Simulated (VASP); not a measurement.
Wanted: the native input for a VASP 6.6.1 run.

| Quantity | Value |
| --- | --- |
| Task | single point |
| Functional | PBEsol |
| Potentials or basis | VASP PAW PBE potentials, release 64 (Pt) |
| Cutoff | 520 eV |
| k mesh | 7 × 7 × 4 |
| Occupations | methfessel-paxton, width 0.1 eV |
| Spin | no spin polarisation |
| Dipole correction | no |
| Further INCAR settings | ALGO = Normal; EDIFF = 1e-07; NBANDS = 17 |

The structure of Pt lies in POSCAR:

```
Pt
1.0
    2.6938973099     -0.0027015289     -0.0003758072
   -1.3493038587      2.3141163989      0.0010945821
   -0.0006801486      0.0011938179      4.8695899190
Pt
2
Direct
    0.6970548801      0.3179542353      0.7338826791
    0.2859939439      0.7223077241      0.2252734339
```

The input as run:

INCAR

```
ALGO     = Normal         # electronic algorithm
EDIFF    = 1E-7           # SCF threshold, eV
ENCUT    = 520            # plane-wave cutoff, eV
GGA      = PS             # functional
ISIF     = 2              # what is computed and relaxed
ISMEAR   = 1              # smearing method
LASPH    = True           # aspherical terms in the spheres
LCHARG   = False          # write CHGCAR
LREAL    = False          # projectors in reciprocal space
LWAVE    = False          # write WAVECAR
NBANDS   = 17             # bands
NELM     = 80             # most SCF steps
PREC     = Accurate       # precision mode
SIGMA    = 0.1            # smearing width, eV
```

KPOINTS

```
k-points
0
Gamma
  7 7 4
```

Potentials or basis: VASP PAW PBE potentials, release 64 (Pt).

Run with:

```bash
$ cat potpaw_PBE.64/Pt/POTCAR > POTCAR
$ mpirun -np 1 vasp_std > vasp.out
```

It gave:

| Quantity | Value |
| --- | --- |
| Pressure | 1.3 GPa |
| Largest force | 0.515 eV/Å |
| Band gap on the k mesh | zero (band 10 reaches 11.34 eV, above the bottom of band 11 at 10.05 eV) |

Caveat: the k points lie up to 0.39 Å⁻¹ apart; the PAW data sets were made with another functional, which shifts forces and pressure a little; spin-orbit coupling is left out, which moves the levels of the heavy elements.

Wall time 17 s on 1 thread of Intel(R) Xeon(R) 6975P-C (Granite Rapids), with other jobs on the host, peak memory 0.16 GiB.
